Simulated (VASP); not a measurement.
# LiBr (Fm-3m) in VASP: single point with PBEsol

Aim: the single point of LiBr with PBEsol.

Everything below comes from runs of VASP 6.6.1. Logs are shortened: lines on timing, memory, paths and dates and some standing lists are left out, and cuts for length are marked.

**1. The cell of the first run**

Symmetry: Fm-3m, No. 225, cubic system. The conventional cell has a = 5.501 Å, b = 5.501 Å, c = 5.501 Å, α = 90.00°, β = 90.00°, γ = 90.00°. Within 3.6 Å of Li (site symmetry m-3m) lie 6 Br at 2.75 Å. Br (site symmetry m-3m) has 6 Li at 2.75 Å within 3.6 Å.

**2. Single point, PBEsol**

Input file INCAR:

```
SYSTEM = LiBr
  ALGO = Normal
  EDIFF = 1E-6
  ENCUT = 750
  GGA = PS
  GGA_COMPAT = .FALSE.
  ISIF = 2
  ISMEAR = 0
  LASPH = .TRUE.
  LCHARG = .FALSE.
  LREAL = .FALSE.
  LWAVE = .FALSE.
  NBANDS = 12
  NELM = 120
  PREC = Accurate
  SIGMA = 0.01
```

Input file KPOINTS:

```
k-points
0
G
  4 4 4
  0 0 0
```

Input file POSCAR:

```
LiBr
1.0
    0.0000000000      2.7506500000      2.7506500000
    2.7506500000      0.0000000000      2.7506500000
    2.7506500000      2.7506500000      0.0000000000
Li Br
1 1
Direct
    0.0000000000      0.0000000000      0.0000000000
    0.5000000000      0.5000000000      0.5000000000
```

Potentials or basis: VASP PAW PBE potentials, release 64 (Li_sv, Br).

Started as:

```console
$ cat potpaw_PBE.64/Li_sv/POTCAR potpaw_PBE.64/Br/POTCAR > POTCAR
$ mpirun -np 1 vasp_std > vasp.out
```

OUTCAR:

```text
SYSTEM = LiBr
   EDIFF = 1E-6
   ENCUT = 750
   GGA = PS
   ISIF = 2
   ISMEAR = 0
   LASPH = .TRUE.
   LREAL = .FALSE.
   NELM = 120
   PREC = Accurate

 ion  position               nearest neighbor table
   1  0.000  0.000  0.000-
   2  0.500  0.500  0.500-

  LATTYP: Found a face centered cubic cell.
 ALAT       =     5.5013000000

  Lattice vectors:

 A1 = (   0.0000000000,   2.7506500000,   2.7506500000)
 A2 = (   2.7506500000,   0.0000000000,   2.7506500000)
 A3 = (   2.7506500000,   2.7506500000,   0.0000000000)

Analysis of symmetry for initial positions (statically):
=====================================================================
 Subroutine PRICEL returns:
 Original cell was already a primitive cell.

 Routine SETGRP: Setting up the symmetry group for a
 face centered cubic supercell.

 Subroutine GETGRP returns: Found 48 space group operations
 (whereof 48 operations were pure point group operations)
 out of a pool of 48 trial point group operations.

The static configuration has the point symmetry O_h .

Analysis of symmetry for dynamics (positions and initial velocities):
=====================================================================
 Subroutine PRICEL returns:
 Original cell was already a primitive cell.

 Routine SETGRP: Setting up the symmetry group for a
 face centered cubic supercell.

 Subroutine GETGRP returns: Found 48 space group operations
 (whereof 48 operations were pure point group operations)
 out of a pool of 48 trial point group operations.

The dynamic configuration has the point symmetry O_h .

 Subroutine INISYM returns: Found 48 space group operations
 (whereof 48 operations are pure point group operations),
 and found     1 'primitive' translations

----------------------------------------------------------------------------------------

                                     Primitive cell

  volume of cell :      41.6233

  direct lattice vectors                    reciprocal lattice vectors
     0.000000000  2.750650000  2.750650000    -0.181775217  0.181775217  0.181775217
     2.750650000  0.000000000  2.750650000     0.181775217 -0.181775217  0.181775217
     2.750650000  2.750650000  0.000000000     0.181775217  0.181775217 -0.181775217

  length of vectors
     3.890006535  3.890006535  3.890006535     0.314843911  0.314843911  0.314843911

  position of ions in fractional coordinates (direct lattice)
     0.000000000  0.000000000  0.000000000
     0.500000000  0.500000000  0.500000000

  ion indices of the primitive-cell ions
   primitive index   ion index
                 1           1
                 2           2

----------------------------------------------------------------------------------------

 KPOINTS: k-points

Automatic generation of k-mesh.
 Grid dimensions read from file:
 generate k-points for:    4    4    4

 Generating k-lattice:

  Cartesian coordinates                     Fractional coordinates (reciprocal lattice)
    -0.045443804  0.045443804  0.045443804     0.250000000  0.000000000  0.000000000
     0.045443804 -0.045443804  0.045443804     0.000000000  0.250000000  0.000000000
     0.045443804  0.045443804 -0.045443804     0.000000000  0.000000000  0.250000000

  Length of vectors
     0.078710978  0.078710978  0.078710978

  Shift w.r.t. Gamma in fractional coordinates (k-lattice)
     0.000000000  0.000000000  0.000000000

 Subroutine IBZKPT returns following result:
 ===========================================

 Found      8 irreducible k-points:

 Following reciprocal coordinates:
            Coordinates               Weight
  0.000000  0.000000  0.000000      1.000000
  0.250000  0.000000  0.000000      8.000000
  0.500000  0.000000  0.000000      4.000000
  0.250000  0.250000  0.000000      6.000000
  0.500000  0.250000  0.000000     24.000000
 -0.250000  0.250000  0.000000     12.000000
  0.500000  0.500000  0.000000      3.000000
 -0.250000  0.500000  0.250000      6.000000
   k-points           NKPTS =      8   k-points in BZ     NKDIM =      8   number of bands    NBANDS=     12
   number of dos      NEDOS =    301   number of ions     NIONS =      2
   total plane-waves  NPLWV =  46656
   dimension x,y,z NGX =    36 NGY =   36 NGZ =   36
   dimension x,y,z NGXF=    72 NGYF=   72 NGZF=   72
   ions per type =               1   1
   NGX,Y,Z   is equivalent  to a cutoff of  15.39, 15.39, 15.39 a.u.
   NGXF,Y,Z  is equivalent  to a cutoff of  30.77, 30.77, 30.77 a.u.
 SYSTEM =  LiBr
   PREC   = accura    normal or accurate (medium, high low for compatibility)
   ISTART =      0    job   : 0-new  1-cont  2-samecut
   ICHARG =      2    charge: 1-file 2-atom 10-const
   ISPIN  =      1    spin polarized calculation?
   LNONCOLLINEAR =      F non collinear calculations
   LSORBIT =      F    spin-orbit coupling
   LASPH  =      T    aspherical Exc in radial PAW
   ENCUT  =  750.0 eV  55.12 Ry    7.42 a.u.   8.69  8.69  8.69*2*pi/ulx,y,z
   NELM   =    120;   NELMIN=  2; NELMDL= -5     # of ELM steps
   EDIFF  = 0.1E-05   stopping-criterion for ELM
   LREAL  =      F    real-space projection
   EDIFFG = 0.1E-04   stopping-criterion for IOM
   NSW    =      0    number of steps for IOM
   IBRION =     -1    ionic relax: 0-MD 1-quasi-New 2-CG
   NFREE  =      0    steps in history (QN), initial steepest desc. (CG)
   ISIF   =      2    stress and relaxation
   ISYM   =      2    0-nonsym 1-usesym 2-fastsym
   POTIM  = 0.5000    time-step for ionic-motion
   TEBEG  =    0.0;   TEEND  =   0.0 temperature during run
   PSTRESS=    0.0 pullay stress
   NELECT =      10.0000    total number of electrons
   NUPDOWN=      -1.0000    fix difference up-down
   EMIN   =  10.00;   EMAX   =-10.00  energy-range for DOS
   EFERMI =   0.00;   METHOD = LEGACY
   ISMEAR =     0;   SIGMA  =   0.01  broadening in eV -4-tet -1-fermi 0-gaus
   EFERMI_NEDOS =   21; number of points for ismear=-14 and -15
   IALGO  =     38    algorithm
   IMIX   =      4    mixing-type and parameters
     AMIX     =   0.40;   BMIX     =  1.00
     AMIX_MAG =   1.60;   BMIX_MAG =  1.00
  volume/ion in A,a.u.               =      20.81       140.44
  Fermi-wavevector in a.u.,A,eV,Ry     =   1.017723  1.923217 14.092366  1.035760
  Thomas-Fermi vector in A             =   2.151140
   LORBIT       =      0    0 simple, 1 ext, 2 COOP (PROOUT), +10 PAW based schemes
   GGA     = PS    functional components
   LHFCALC =     F    Hartree Fock is set to
   AEXX    =    0.0000 exact exchange contribution
   IVDW    =     0    specifies the selected vdW correction
   LEPSILON=     F    determine dielectric tensor
   LRPA    =     F    only Hartree local field effects (RPA)
 non-spin polarized calculation
 Gauss-broadening in eV      SIGMA  =   0.01
  energy-cutoff  :      750.00
  volume of cell :       41.62
 maximum number of plane-waves:      1964
 NGX is ok and might be reduce to    36
   NGX = 17   NGY = 17   NGZ = 17

 number of electron      10.0000001 magnetization

 Free energy of the ion-electron system (eV)
  ---------------------------------------------------
  ext. energy  EPLUGINS =         0.00000000
  ---------------------------------------------------
  free energy    TOTEN  =        -6.91537083 eV

  energy without entropy =       -6.91537083  energy(sigma->0) =       -6.91537083

 E-fermi :   0.4154     XC(G=0):  -8.5814

 val. band max:        0.2435325563   @ k =   0.0000   0.0000   0.0000
 cond. band min:       5.0060896719   @ k =   0.0000   0.0000   0.0000
 fundamental gap:      4.7625571156
 Fermi energy:         0.4154438464

 k-point     1 :       0.0000    0.0000    0.0000
  band No.  band energies     occupation
      1     -43.4453      2.00000
      2     -13.2130      2.00000
      3       0.2435      2.00000
      4       0.2435      2.00000
      5       0.2435      2.00000
      6       5.0061      0.00000
      7      10.6253      0.00000
      8      10.6253      0.00000
      9      10.6253      0.00000
     10      12.4047      0.00000
     11      12.4047      0.00000
     12      12.4047      0.00000

 k-point     2 :       0.2500    0.0000    0.0000
  band No.  band energies     occupation
      1     -43.4447      2.00000
      2     -12.9870      2.00000
      3      -1.4665      2.00000
      4       0.1020      2.00000
      5       0.1020      2.00000
      6       6.0483      0.00000
      7       9.3529      0.00000
      8       9.3529      0.00000
      9       9.8422      0.00000
     10      12.4927      0.00000
     11      12.4927      0.00000
     12      13.1088      0.00000

 k-point     3 :       0.5000    0.0000    0.0000
  band No.  band energies     occupation
      1     -43.4442      2.00000
      2     -12.7362      2.00000
      3      -2.6847      2.00000
      4      -0.0238      2.00000
      5      -0.0238      2.00000
      6       5.6979      0.00000
      7       8.2641      0.00000
      8       8.2641      0.00000
      9      11.8961      0.00000
     10      14.0860      0.00000
     11      15.9644      0.00000
     12      15.9644      0.00000

 k-point     4 :       0.2500    0.2500    0.0000
  band No.  band energies     occupation
      1     -43.4446      2.00000
      2     -12.9045      2.00000
      3      -1.3868      2.00000
      4      -0.3835      2.00000
      5      -0.3835      2.00000
      6       7.2840      0.00000
      7       8.3168      0.00000
      8       8.5029      0.00000
      9      11.1884      0.00000
     10      11.1884      0.00000
     11      14.3618      0.00000
     12      15.5326      0.00000

 k-point     5 :       0.5000    0.2500    0.0000
  band No.  band energies     occupation
      1     -43.4440      2.00000
      2     -12.6431      2.00000
      3      -2.3324      2.00000
      4      -1.1204      2.00000
      5      -0.5106      2.00000
      6       6.9274      0.00000
      7       8.5115      0.00000
      8       9.8521      0.00000
      9      10.0029      0.00000
     10      12.8397      0.00000
     11      16.4365      0.00000
     12      16.6749      0.00000

 k-point     6 :      -0.2500    0.2500    0.0000
  band No.  band energies     occupation
      1     -43.4442      2.00000
      2     -12.7354      2.00000
      3      -1.9848      2.00000
      4      -1.2607      2.00000
      5      -0.0515      2.00000
      6       7.0394      0.00000
      7       8.9353      0.00000
      8       9.2846      0.00000
      9       9.4606      0.00000
     10      12.9075      0.00000
     11      14.7587      0.00000
     12      15.5191      0.00000

 k-point     7 :       0.5000    0.5000    0.0000
  band No.  band energies     occupation
      1     -43.4438      2.00000
      2     -12.5434      2.00000
      3      -2.6897      2.00000
      4      -0.9120      2.00000
      5      -0.9120      2.00000
      6       6.3936      0.00000
      7       7.1808      0.00000
      8      11.7267      0.00000
      9      12.5876      0.00000
     10      12.5876      0.00000
     11      15.9711      0.00000
     12      17.7060      0.00000

 k-point     8 :      -0.2500    0.5000    0.2500
  band No.  band energies     occupation
      1     -43.4438      2.00000
      2     -12.5481      2.00000
      3      -1.9379      2.00000
      4      -1.9379      2.00000
      5      -0.9164      2.00000
      6       8.1877      0.00000
      7       8.7114      0.00000
      8       9.5465      0.00000
      9       9.5465      0.00000
     10      14.1347      0.00000
     11      14.1347      0.00000
     12      17.5240      0.00000

------------------------ aborting loop because EDIFF is reached ----------------------------------------

  FORCE on cell =-STRESS in cart. coord.  units (eV):
  Direction    XX          YY          ZZ          XY          YZ          ZX
  --------------------------------------------------------------------------------------
  -------------------------------------------------------------------------------------
  Total       -0.2972833     -0.2972833     -0.2972833     -0.0000000      0.0000000     -0.0000000
  in kB      -11.4431372    -11.4431372    -11.4431372     -0.0000000      0.0000000     -0.0000000
  external PRESSURE =     -11.4431372 kB  Pullay stress =       0.0000000 kB

 VOLUME and BASIS-vectors are now :
 -----------------------------------------------------------------------------
  energy-cutoff  :      750.00
  volume of cell :       41.62
      direct lattice vectors                 reciprocal lattice vectors
     0.000000000  2.750650000  2.750650000    -0.181775217  0.181775217  0.181775217
     2.750650000  0.000000000  2.750650000     0.181775217 -0.181775217  0.181775217
     2.750650000  2.750650000  0.000000000     0.181775217  0.181775217 -0.181775217

 POSITION                                       TOTAL-FORCE (eV/Angst)
 -----------------------------------------------------------------------------------
      0.00000      0.00000      0.00000        -0.000000     -0.000000     -0.000000
      2.75065      2.75065      2.75065         0.000000      0.000000      0.000000
 -----------------------------------------------------------------------------------
    total drift:                                0.000000      0.000000      0.000000

  FREE ENERGIE OF THE ION-ELECTRON SYSTEM (eV)
  ---------------------------------------------------
  free  energy   TOTEN  =        -6.9153708338 eV

  energy  without entropy=       -6.9153708338  energy(sigma->0) =       -6.91537083
```

It took 5.9 s on 1 thread of Intel Xeon Platinum 8559C (Emerald Rapids), shared host; peak memory 0.2 GiB.

What came out:

- Free energy: -6.9154 eV
- Pressure: -1.1 GPa
- Band gap on the k mesh: 4.76 eV, direct

Levels at points of the mesh, in eV from the valence-band top:
```csv
k point,band 2,band 3,band 4,band 5,band 6,band 7,band 8,band 9
"(0.00, 0.00, 0.00)",-13.46,0.00,0.00,0.00,4.76,10.38,10.38,10.38
"(0.50, 0.00, 0.00)",-12.98,-2.93,-0.27,-0.27,5.45,8.02,8.02,11.65
"(0.50, 0.50, 0.00)",-12.79,-2.93,-1.16,-1.16,6.15,6.94,11.48,12.34
```

Caveat: the k points lie up to 0.49 Å⁻¹ apart; the PAW data sets were made with another functional, which shifts forces and pressure a little.
